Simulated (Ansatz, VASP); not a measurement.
# ZnSe in VASP and in Ansatz

```
CELL_PARAMETERS angstrom
0.00000 2.87982 2.87982
2.87982 0.00000 2.87982
2.87982 2.87982 0.00000
ATOMIC_POSITIONS crystal
Zn 0.00000 0.00000 0.00000
Se 0.25000 0.25000 0.25000
```

Alike in both runs: task relaxation of cell and atoms; functional r2SCAN; k mesh 10 × 10 × 10; occupations fermi-dirac, width 0.02 eV; no spin polarisation.

```csv
,VASP,Ansatz
version,VASP 6.6.1,Ansatz 0.2.0
potentials or method,"VASP PAW PBE potentials, release 64 (Zn, Se)","PAW with Ansatz's default frozen-core files, scalar-relativistic"
plane-wave cutoff (eV),600,500
valence electrons in the cell,18,28
```

```csv
,VASP,Ansatz,Ansatz less VASP
"gap on the k mesh at the Fermi level, each at its own relaxed structure (eV)",1.87,1.87,+0.001
relaxed volume (Å³/atom),22.75,22.72,-0.029
relaxed length of the cell vector where the two differ most in proportion (Å),4.007,4.005,-0.0017
```

VASP's potentials were made for PBE, not for r2SCAN. VASP's potentials hold 18 valence electrons a cell and Ansatz's 28, so a difference there can come from the potentials and not from the codes.
